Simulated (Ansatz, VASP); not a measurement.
# Mo4N: VASP beside Ansatz

File INCAR:

```
SYSTEM = Mo4N
PREC = Accurate
ENCUT = 600
EDIFF = 1E-6
ISMEAR = 0
SIGMA = 0.1
LREAL = .False.
LASPH = .True.
NELM = 150
ALGO = Normal
ISIF = 3
LWAVE = .False.
LCHARG = .False.
ISPIN = 2
MAGMOM = 1 1 1 1 0
LORBIT = 11
LMAXMIX = 4
GGA = PE
IBRION = 2
NSW = 90
EDIFFG = -0.04
```

File KPOINTS:

```
regular mesh
0
Gamma
  4 4 4
  0 0 0
```

POSCAR

```
Mo4N
1.0
    4.3112020500      0.0000000000      0.0000000000
    0.0000000000      4.3112020500      0.0000000000
    0.0000000000      0.0000000000      4.3112020500
Mo N
4 1
Direct
    0.2956531100      0.2956531100      0.2956531100
    0.7043468900      0.7043468900      0.2956531100
    0.7043468900      0.2956531100      0.7043468900
    0.2956531100      0.7043468900      0.7043468900
    0.5000000000      0.5000000000      0.5000000000
```

Input for Ansatz:

```yaml
crystal:
  lattice:
    - [4.31120205, 0.0, 0.0]
    - [0.0, 4.31120205, 0.0]
    - [0.0, 0.0, 4.31120205]
  atoms:
    - { symbol: Mo, position: [0.29565311, 0.29565311, 0.29565311], spin: 1.0 }
    - { symbol: Mo, position: [0.70434689, 0.70434689, 0.29565311], spin: 1.0 }
    - { symbol: Mo, position: [0.70434689, 0.29565311, 0.70434689], spin: 1.0 }
    - { symbol: Mo, position: [0.29565311, 0.70434689, 0.70434689], spin: 1.0 }
    - { symbol: "N", position: [0.5, 0.5, 0.5] }
basis:
  ecutwfc: 420
kpoints:
  mp_grid: { grid: [4, 4, 4] }
hamiltonian:
  xc: pbe
scf:
  occupations: { method: gaussian, width: 0.1 }
  lower_state_search: "off"
output:
  forces: true
  stress: true
  eigenvalues: true
  populations: true
magnetization:
  spin_polarized: true
relax:
  adjacent_minimum: "off"
  f_tol: 0.04
  max_steps: 70
  cell: { stress_tol: 0.4 }
```

Alike in both runs: task relaxation of cell and atoms; functional PBE; k mesh 4 × 4 × 4; occupations gaussian, width 0.1 eV; collinear spin.

|  | VASP | Ansatz |
| --- | --- | --- |
| version | VASP 6.6.1 | Ansatz 0.2.0 |
| potentials or method | VASP PAW PBE potentials, release 64 (Mo_sv, N), cutoff 600 eV | scalar-relativistic, plane waves, PAW |
| valence electrons in the cell | 61 | 61 |

Ansatz gave:

```
gap on the k mesh at the Fermi level, each at its own relaxed structure (eV) : none
net moment per atom (μB)                                                     : 0.00
relaxed volume (Å³/atom)                                                     : 14.93
relaxed cell length with the largest relative difference (Å)                 : 4.210
```

**Question.** Estimate VASP's values.

**Answer.** gap on the k mesh at the Fermi level, each at its own relaxed structure (eV): none; net moment per atom (μB): 0.00; relaxed volume (Å³/atom): 14.92; relaxed cell length with the largest relative difference (Å): 4.209.

A gap of «none» marks a metal or a gap that the smearing closes. Ansatz's warnings: seeded moment not kept.

The k mesh is coarse, so the values compare programs but aren't converged.
